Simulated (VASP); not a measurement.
Input of a VASP 6.6.1 run:

Contents of INCAR:

```
PREC = Accurate ; ENCUT = 520
EDIFF = 1E-6 ; ISMEAR = 0
SIGMA = 0.05 ; LREAL = F
LASPH = T ; NELM = 80
ALGO = Normal ; ISIF = 2
LWAVE = F ; LCHARG = T
GGA = PE ; LELF = T
LVHAR = T ; NBANDS = 64
```

Contents of KPOINTS:

```
regular mesh
0
Gamma
  6 6 6
```

Contents of POSCAR:

```
SnO2
1.0
    4.9999187366      0.0000000000      0.0000000000
    0.0000000000      6.2011994059      0.0000000000
    0.0000000000      0.0000000000      5.5375994006
Sn O
4 8
Direct
    0.5000000000      0.6651654903      0.7500000000
    0.0000000000      0.8348345097      0.2500000000
    0.5000000000      0.3348345097      0.2500000000
    0.0000000000      0.1651654903      0.7500000000
    0.7301204269      0.6070551965      0.0781681516
    0.2301204269      0.8929448035      0.9218318484
    0.7698795731      0.8929448035      0.5781681516
    0.2698795731      0.6070551965      0.4218318484
    0.7301204269      0.3929448035      0.5781681516
    0.2301204269      0.1070551965      0.4218318484
    0.7698795731      0.1070551965      0.0781681516
    0.2698795731      0.3929448035      0.9218318484
```

Potentials or basis: VASP PAW PBE potentials, release 64 (Sn_d, O).

Command:

```bash
$ cat potpaw_PBE.64/Sn_d/POTCAR potpaw_PBE.64/O/POTCAR > POTCAR
$ mpirun -np 1 vasp_std > vasp.out
```

Problem. Predict the pressure.

Solution. -18.2 GPa.

Problem. Estimate the largest force.

Solution. 0.302 eV/Å.

Forces in eV/Å, atoms in the order of the input:
```
Sn   0.000 -0.282  0.000
Sn   0.000  0.282  0.000
Sn   0.000  0.282  0.000
Sn   0.000 -0.282  0.000
O   -0.258  0.142 -0.069
O   -0.258 -0.142  0.069
O    0.258 -0.142 -0.069
O    0.258  0.142  0.069
O   -0.258 -0.142 -0.069
O   -0.258  0.142  0.069
O    0.258  0.142 -0.069
O    0.258 -0.142  0.069
```

Caveat: the cell stands under tension.
